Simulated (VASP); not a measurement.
A run of VASP 6.6.1:

The input INCAR:

```
SYSTEM = Zr3SiO
ALGO = Normal
EDIFF = 1E-7
ENCUT = 520
GGA = PE
ISIF = 2
ISMEAR = 0
LASPH = .True.
LCHARG = .False.
LREAL = .False.
LWAVE = .False.
NBANDS = 31
NELM = 100
PREC = Accurate
SIGMA = 0.1
```

File KPOINTS:

```
k-points
0
Gamma
  8 8 8
  0 0 0
```

Contents of POSCAR:

```
Zr3SiO
1.0
    4.3947889904      0.0000000000      0.0000000000
    0.0000000000      4.3947889904      0.0000000000
    0.0000000000      0.0000000000      4.3947889904
Zr Si O
3 1 1
Direct
    0.5000000000      0.0000000000      0.5000000000
    0.0000000000      0.5000000000      0.5000000000
    0.5000000000      0.5000000000      0.0000000000
    0.0000000000      0.0000000000      0.0000000000
    0.5000000000      0.5000000000      0.5000000000
```

Potentials or basis: VASP PAW PBE potentials, release 64 (Zr_sv, Si, O).

Command:

```console
$ cat potpaw_PBE.64/Zr_sv/POTCAR potpaw_PBE.64/Si/POTCAR potpaw_PBE.64/O/POTCAR > POTCAR
$ mpirun -np 1 vasp_std > vasp.out
```

Hardware: 1 thread of AMD EPYC 7R43 64-Core Processor (Zen 3) (shared host).

Q: Estimate the wall time of this run.

A: Run time: 2.9 min on 1 thread of AMD EPYC 7R43 64-Core Processor (Zen 3), with other jobs on the host, peak memory 0.21 GiB. Counts: scf iterations 16, k points 35.
